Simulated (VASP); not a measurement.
Crystal: GeWCl3.

```
Ge W Cl
1.0
     5.12661    0.00000    0.00000
     0.00000    5.12661    0.00000
     0.00000    0.00000    5.12661
Ge W Cl
1 1 3
Direct
  0.00000 0.00000 0.00000
  0.50000 0.50000 0.50000
  0.00000 0.50000 0.50000
  0.50000 0.00000 0.50000
  0.50000 0.50000 0.00000
```

| Property | Result |
| --- | --- |
| Program | VASP 6.6.1 |
| Task | relaxation of cell and atoms |
| Functional | PBE |
| Potentials or basis | VASP PAW PBE potentials, release 64 (Ge_d, W_sv, Cl) |
| Cutoff | 600 eV |
| k mesh | 4 × 4 × 4 |
| Occupations | gaussian, width 0.1 eV |
| Spin | collinear spin, ferromagnetic start |
| Starting moments | [1.02, 2.13, 0.08, 0.08, 0.08] μB |

At the start: pressure -2.5 GPa; volume 26.95 Å³/atom.

How do energy, volume and symmetry change on relaxing?

Over 4 steps the energy falls by 21.8 meV/atom and the volume is 24.65 Å³/atom (-8.5 %); space group Pm-3m (No. 221, to 0.05 Å); moment 4.61 μB per cell.

The path:
```
step  energy change (eV)  largest force (eV/Å)  pressure (GPa)  volume (Å³)
   1              0.0000                0.0000           -2.53       134.74
   2             -0.0960                0.0000           -1.18       126.60
   3             -0.1054                0.0000            0.65       121.51
   4             -0.1088                0.0000            0.01       123.25
```

Final structure:
```
CELL_PARAMETERS angstrom
4.97651 0.00000 0.00000
0.00000 4.97651 0.00000
0.00000 0.00000 4.97651
ATOMIC_POSITIONS crystal
Ge 0.00000 0.00000 0.00000
W 0.50000 0.50000 0.50000
Cl 0.00000 0.50000 0.50000
Cl 0.50000 0.00000 0.50000
Cl 0.50000 0.50000 0.00000
```
